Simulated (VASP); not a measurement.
Input of a VASP 6.6.1 run:

The input INCAR:

```
SYSTEM = GaMo
  PREC = Accurate
  ENCUT = 520
  EDIFF = 1E-6
  ISMEAR = 0
  SIGMA = 0.2
  LREAL = .FALSE.
  LASPH = .TRUE.
  NELM = 100
  ALGO = Normal
  ISIF = 2
  LWAVE = .FALSE.
  LCHARG = .FALSE.
  GGA = PE
  NBANDS = 20
```

The input KPOINTS:

```
regular mesh
0
G
  6 6 6
  0 0 0
```

The input POSCAR:

```
GaMo
1.0
    0.0000000000      2.8515441304      2.8515441304
    2.8515441304      0.0000000000      2.8515441304
    2.8515441304      2.8515441304      0.0000000000
Ga Mo
1 1
Direct
    0.0000000000      0.0000000000      0.0000000000
    0.2500000000      0.2500000000      0.2500000000
```

Potentials or basis: VASP PAW PBE potentials, release 64 (Ga_d, Mo_sv).

Run with:

```sh
$ cat potpaw_PBE.64/Ga_d/POTCAR potpaw_PBE.64/Mo_sv/POTCAR > POTCAR
$ mpirun -np 1 vasp_std > vasp.out
```

(1) Estimate the pressure.

## Answers

(1) 0.3 GPa.
